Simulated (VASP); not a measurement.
# Te (Pm-3m) in VASP: density of states with LDA

Aim: the density of states of Te with LDA.

Program: VASP 6.6.1. These are calculated values, not measurements. Logs are shortened: lines on timing, memory, paths and dates and some standing lists are left out, and cuts for length are marked.

## 1. The cell of the first run

The structure is cubic, space group Pm-3m (No. 221). Conventional cell: a = 3.135 Å, b = 3.135 Å, c = 3.135 Å, α = 90.00°, β = 90.00°, γ = 90.00°. Te (site symmetry m-3m) has 6 Te at 3.13 Å within 4.1 Å.

## 2. Density of states, LDA

The input, POSCAR:

```
Te
1.0
    3.1345614964      0.0000000000      0.0000000000
    0.0000000000      3.1345614964      0.0000000000
    0.0000000000      0.0000000000      3.1345614964
Te
1
Direct
    0.0000000000      0.0000000000      0.0000000000
```

The input, INCAR.step1:

```
SYSTEM = Te
ALGO     = Normal         ! electronic algorithm
EDIFF    = 1E-7           ! SCF threshold, eV
ENCUT    = 520            ! plane-wave cutoff, eV
ISIF     = 2              ! what is computed and relaxed
ISMEAR   = -1             ! smearing method
LASPH    = .True.         ! aspherical terms in the spheres
LCHARG   = .True.         ! write CHGCAR
LREAL    = .False.        ! projectors in reciprocal space
LWAVE    = .False.        ! write WAVECAR
NBANDS   = 9              ! bands
NELM     = 60             ! most SCF steps
PREC     = Accurate       ! precision mode
SIGMA    = 0.1            ! smearing width, eV
```

The input, KPOINTS.step1:

```
k-points
0
Gamma
  12 12 12
  0 0 0
```

The input, INCAR.step2:

```
SYSTEM = Te
ALGO     = Normal         ! electronic algorithm
EDIFF    = 1E-7           ! SCF threshold, eV
ENCUT    = 520            ! plane-wave cutoff, eV
ICHARG   = 11             ! starting density
ISIF     = 2              ! what is computed and relaxed
ISMEAR   = -5             ! smearing method
LASPH    = .True.         ! aspherical terms in the spheres
LCHARG   = .False.        ! write CHGCAR
LORBIT   = 11             ! projections on sites
LREAL    = .False.        ! projectors in reciprocal space
LWAVE    = .False.        ! write WAVECAR
NEDOS    = 1001           ! points of the DOS
NELM     = 60             ! most SCF steps
PREC     = Accurate       ! precision mode
SIGMA    = 0.1            ! smearing width, eV
```

The input, KPOINTS.step2:

```
k-points
0
Gamma
  18 18 18
  0 0 0
```

Potentials or basis: VASP PAW LDA potentials, release 64 (Te).

Run with:

```
cat potpaw_LDA.64/Te/POTCAR > POTCAR
cp INCAR.step1 INCAR
cp KPOINTS.step1 KPOINTS
mpirun -np 1 vasp_std > vasp.out
cp INCAR.step2 INCAR
cp KPOINTS.step2 KPOINTS
mpirun -np 1 vasp_std > vasp.out
```

OUTCAR:

```text
SYSTEM = Te
   EDIFF = 1E-7
   ENCUT = 520
   ICHARG = 11
   ISIF = 2
   ISMEAR = -5
   LASPH = .True.
   LORBIT = 11
   LREAL = .False.
   NELM = 60
   PREC = Accurate

 ion  position               nearest neighbor table
   1  0.000  0.000  0.000-

  LATTYP: Found a simple cubic cell.
 ALAT       =     3.1345614964

  Lattice vectors:

 A1 = (   3.1345614964,   0.0000000000,   0.0000000000)
 A2 = (   0.0000000000,   3.1345614964,   0.0000000000)
 A3 = (   0.0000000000,   0.0000000000,   3.1345614964)

Analysis of symmetry for initial positions (statically):
=====================================================================
 Subroutine PRICEL returns:
 Original cell was already a primitive cell.

 Routine SETGRP: Setting up the symmetry group for a
 simple cubic supercell.

 Subroutine GETGRP returns: Found 48 space group operations
 (whereof 48 operations were pure point group operations)
 out of a pool of 48 trial point group operations.

The static configuration has the point symmetry O_h .

Analysis of symmetry for dynamics (positions and initial velocities):
=====================================================================
 Subroutine PRICEL returns:
 Original cell was already a primitive cell.

 Routine SETGRP: Setting up the symmetry group for a
 simple cubic supercell.

 Subroutine GETGRP returns: Found 48 space group operations
 (whereof 48 operations were pure point group operations)
 out of a pool of 48 trial point group operations.

The dynamic configuration has the point symmetry O_h .

 Subroutine INISYM returns: Found 48 space group operations
 (whereof 48 operations are pure point group operations),
 and found     1 'primitive' translations

----------------------------------------------------------------------------------------

                                     Primitive cell

  volume of cell :      30.7986

  direct lattice vectors                    reciprocal lattice vectors
     3.134561496  0.000000000  0.000000000     0.319023889  0.000000000  0.000000000
     0.000000000  3.134561496  0.000000000     0.000000000  0.319023889  0.000000000
     0.000000000  0.000000000  3.134561496     0.000000000  0.000000000  0.319023889

  length of vectors
     3.134561496  3.134561496  3.134561496     0.319023889  0.319023889  0.319023889

  position of ions in fractional coordinates (direct lattice)
     0.000000000  0.000000000  0.000000000

  ion indices of the primitive-cell ions
   primitive index   ion index
                 1           1

----------------------------------------------------------------------------------------

 KPOINTS: k-points

Automatic generation of k-mesh.
 Grid dimensions read from file:
 generate k-points for:   18   18   18

 Generating k-lattice:

  Cartesian coordinates                     Fractional coordinates (reciprocal lattice)
     0.017723549  0.000000000  0.000000000     0.055555556  0.000000000  0.000000000
     0.000000000  0.017723549  0.000000000     0.000000000  0.055555556  0.000000000
     0.000000000  0.000000000  0.017723549     0.000000000  0.000000000  0.055555556

  Length of vectors
     0.017723549  0.017723549  0.017723549

  Shift w.r.t. Gamma in fractional coordinates (k-lattice)
     0.000000000  0.000000000  0.000000000

 TETIRR: Found   2900 inequivalent tetrahedra from    34992

 Subroutine IBZKPT returns following result:
 ===========================================

 Found    220 irreducible k-points:

 Following reciprocal coordinates:
            Coordinates               Weight
  0.000000  0.000000  0.000000      1.000000
  0.055556  0.000000  0.000000      6.000000
  0.111111  0.000000  0.000000      6.000000
  0.166667  0.000000  0.000000      6.000000
  0.222222  0.000000  0.000000      6.000000
  0.277778  0.000000  0.000000      6.000000
[... 16 lines left out ...]
  0.277778  0.111111  0.000000     24.000000
  0.333333  0.111111  0.000000     24.000000
 [... further k-points ...]
   k-points           NKPTS =    220   k-points in BZ     NKDIM =    220   number of bands    NBANDS=      7
   number of dos      NEDOS =   1001   number of ions     NIONS =      1
   total plane-waves  NPLWV =  13824
   dimension x,y,z NGX =    24 NGY =   24 NGZ =   24
   dimension x,y,z NGXF=    48 NGYF=   48 NGZF=   48
   ions per type =               1
   NGX,Y,Z   is equivalent  to a cutoff of  12.73, 12.73, 12.73 a.u.
   NGXF,Y,Z  is equivalent  to a cutoff of  25.46, 25.46, 25.46 a.u.
 SYSTEM =  Te
   PREC   = accura    normal or accurate (medium, high low for compatibility)
   ISTART =      0    job   : 0-new  1-cont  2-samecut
   ICHARG =     11    charge: 1-file 2-atom 10-const
   ISPIN  =      1    spin polarized calculation?
   LNONCOLLINEAR =      F non collinear calculations
   LSORBIT =      F    spin-orbit coupling
   LASPH  =      T    aspherical Exc in radial PAW
   ENCUT  =  520.0 eV  38.22 Ry    6.18 a.u.   5.83  5.83  5.83*2*pi/ulx,y,z
   NELM   =     60;   NELMIN=  2; NELMDL=  0     # of ELM steps
   EDIFF  = 0.1E-06   stopping-criterion for ELM
   LREAL  =      F    real-space projection
   EDIFFG = 0.1E-05   stopping-criterion for IOM
   NSW    =      0    number of steps for IOM
   IBRION =     -1    ionic relax: 0-MD 1-quasi-New 2-CG
   NFREE  =      0    steps in history (QN), initial steepest desc. (CG)
   ISIF   =      2    stress and relaxation
   ISYM   =      2    0-nonsym 1-usesym 2-fastsym
   POTIM  = 0.5000    time-step for ionic-motion
   TEBEG  =    0.0;   TEEND  =   0.0 temperature during run
   PSTRESS=    0.0 pullay stress
   NELECT =       6.0000    total number of electrons
   NUPDOWN=      -1.0000    fix difference up-down
   EMIN   =  10.00;   EMAX   =-10.00  energy-range for DOS
   EFERMI =   0.00;   METHOD = LEGACY
   ISMEAR =    -5;   SIGMA  =   0.10  broadening in eV -4-tet -1-fermi 0-gaus
   EFERMI_NEDOS =   21; number of points for ismear=-14 and -15
   IALGO  =     38    algorithm
   IMIX   =      4    mixing-type and parameters
     AMIX     =   0.40;   BMIX     =  1.00
     AMIX_MAG =   1.60;   BMIX_MAG =  1.00
  volume/ion in A,a.u.               =      30.80       207.84
  Fermi-wavevector in a.u.,A,eV,Ry     =   0.949034  1.793414 12.254299  0.900666
  Thomas-Fermi vector in A             =   2.077279
   LORBIT       =     11    0 simple, 1 ext, 2 COOP (PROOUT), +10 PAW based schemes
   GGA     = CA    functional components
   LHFCALC =     F    Hartree Fock is set to
   AEXX    =    0.0000 exact exchange contribution
   IVDW    =     0    specifies the selected vdW correction
   LEPSILON=     F    determine dielectric tensor
   LRPA    =     F    only Hartree local field effects (RPA)
 non-spin polarized calculation
 Fermi weights with tetrahedron method with Bloechl corrections
  energy-cutoff  :      520.00
  volume of cell :       30.80
 maximum number of plane-waves:       849
 NGX is ok and might be reduce to    24

 number of electron       5.9999999 magnetization

 Free energy of the ion-electron system (eV)
  ---------------------------------------------------
  ext. energy  EPLUGINS =         0.00000000
  ---------------------------------------------------
  free energy    TOTEN  =        -3.78556200 eV

  energy without entropy =       -3.78556200  energy(sigma->0) =       -3.78556200

 E-fermi :   7.1071     XC(G=0):  -9.7468

 val. band max:        7.1445437263   @ k =   0.3889   0.1667   0.1667
 cond. band min:       6.9650801248   @ k =   0.1111   0.1111   0.0000
 fundamental gap:     -0.1794636014
 Fermi energy:         7.1071181601

 k-point     1 :       0.0000    0.0000    0.0000
  band No.  band energies     occupation
      1      -6.9944      2.00000
      2       8.3331      0.00000
      3       8.3331      0.00000
      4       8.3331      0.00000
      5      13.0855      0.00000
      6      13.0855      0.00000
      7      13.6795      0.00000

 k-point     2 :       0.0556    0.0000    0.0000
  band No.  band energies     occupation
      1      -6.9553      2.00000
      2       7.8474     -0.08632
      3       8.3689      0.00000
      4       8.3689      0.00000
      5      13.1203      0.00000
      6      13.3669      0.00000
      7      13.9953      0.00000

 k-point     3 :       0.1111    0.0000    0.0000
  band No.  band energies     occupation
      1      -6.8390      2.00000
      2       6.7758      1.68330
      3       8.4742      0.00000
      4       8.4742      0.00000
      5      13.2243      0.00000
      6      13.5986      0.00000
      7      15.1658      0.00000

 k-point     4 :       0.1667    0.0000    0.0000
  band No.  band energies     occupation
      1      -6.6494      2.00000
      2       5.5444      2.00000
      3       8.6427      0.00000
      4       8.6427      0.00000
      5      13.3953      0.00000
      6      13.8212      0.00000
      7      16.7069      0.00000

 k-point     5 :       0.2222    0.0000    0.0000
  band No.  band energies     occupation
      1      -6.3942      2.00000
      2       4.3247      2.00000
      3       8.8631      0.00000
      4       8.8631      0.00000
      5      13.6292      0.00000
      6      14.1111      0.00000
      7      18.2992      0.00000

 k-point     6 :       0.2778    0.0000    0.0000
  band No.  band energies     occupation
      1      -6.0872      2.00000
      2       3.1921      2.00000
      3       9.1174      0.00000
      4       9.1174      0.00000
      5      13.9175      0.00000
      6      14.4798      0.00000
      7      19.4581      0.00000

 k-point     7 :       0.3333    0.0000    0.0000
  band No.  band energies     occupation
      1      -5.7528      2.00000
      2       2.1984      2.00000
      3       9.3794      0.00000
      4       9.3794      0.00000
      5      14.2441      0.00000
      6      14.9310      0.00000
      7      18.8575      0.00000
[... 121 lines left out ...]
 k-point    20 :       0.1111    0.1111    0.0000
  band No.  band energies     occupation
      1      -6.6834      2.00000
      2       6.8804      1.90957
      3       6.9651      0.96759
      4       8.6152      0.00000
      5      13.5442      0.00000
      6      15.0985      0.00000
      7      15.4244      0.00000

 k-point    21 :       0.1667    0.1111    0.0000
  band No.  band energies     occupation
      1      -6.4938      2.00000
      2       5.6915      2.00000
      3       7.1016      0.90622
      4       8.7836      0.00000
      5      13.7342      0.00000
      6      15.3943      0.00000
      7      16.7505      0.00000

 k-point    22 :       0.2222    0.1111    0.0000
  band No.  band energies     occupation
      1      -6.2384      2.00000
      2       4.4736      2.00000
      3       7.3350      0.48103
      4       9.0038      0.00000
      5      13.9874      0.00000
      6      15.5641      0.00000
      7      17.8223      0.00000

 k-point    23 :       0.2778    0.1111    0.0000
  band No.  band energies     occupation
      1      -5.9313      2.00000
      2       3.3416      2.00000
      3       7.6097      0.15800
      4       9.2578      0.00000
      5      14.3001      0.00000
      6      15.6632      0.00000
      7      17.5288      0.00000

 k-point    24 :       0.3333    0.1111    0.0000
  band No.  band energies     occupation
      1      -5.5966      2.00000
      2       2.3480      2.00000
      3       7.8999     -0.05873
      4       9.5195      0.00000
      5      14.6523      0.00000
      6      15.5379      0.00000
      7      17.2491      0.00000

 [... further k-points ...]
[... 5 lines left out ...]
  --------------------------------------------------------------------------------------
  -------------------------------------------------------------------------------------
  Total       -0.0412450     -0.0412450     -0.0412450      0.0000000      0.0000000     -0.0000000
  in kB       -2.1456110     -2.1456110     -2.1456110      0.0000000      0.0000000     -0.0000000
  external PRESSURE =      -2.1456110 kB  Pullay stress =       0.0000000 kB

 VOLUME and BASIS-vectors are now :
 -----------------------------------------------------------------------------
  energy-cutoff  :      520.00
  volume of cell :       30.80
      direct lattice vectors                 reciprocal lattice vectors
     3.134561496  0.000000000  0.000000000     0.319023889  0.000000000  0.000000000
     0.000000000  3.134561496  0.000000000     0.000000000  0.319023889  0.000000000
     0.000000000  0.000000000  3.134561496     0.000000000  0.000000000  0.319023889

 POSITION                                       TOTAL-FORCE (eV/Angst)
 -----------------------------------------------------------------------------------
      0.00000      0.00000      0.00000         0.000000      0.000000      0.000000
 -----------------------------------------------------------------------------------
    total drift:                               -0.000000      0.000000      0.000000

  FREE ENERGIE OF THE ION-ELECTRON SYSTEM (eV)
  ---------------------------------------------------
  free  energy   TOTEN  =        -3.7855620028 eV

  energy  without entropy=       -3.7855620028  energy(sigma->0) =       -3.78556200

 total charge

# of ion       s       p       d       tot
------------------------------------------
    1        1.450   1.799   0.053   3.302
```

Wall time 16 s (1 thread of Intel Xeon 6975P-C, shared host); peak memory 0.16 GiB.

What came out:

| Property | Result |
| --- | --- |
| Valence electrons inside the program's atomic spheres | Te 3.30 |

Caveat: spin-orbit coupling is left out, which moves the levels of the heavy elements; tetrahedron occupations give inexact forces and stress in metals.
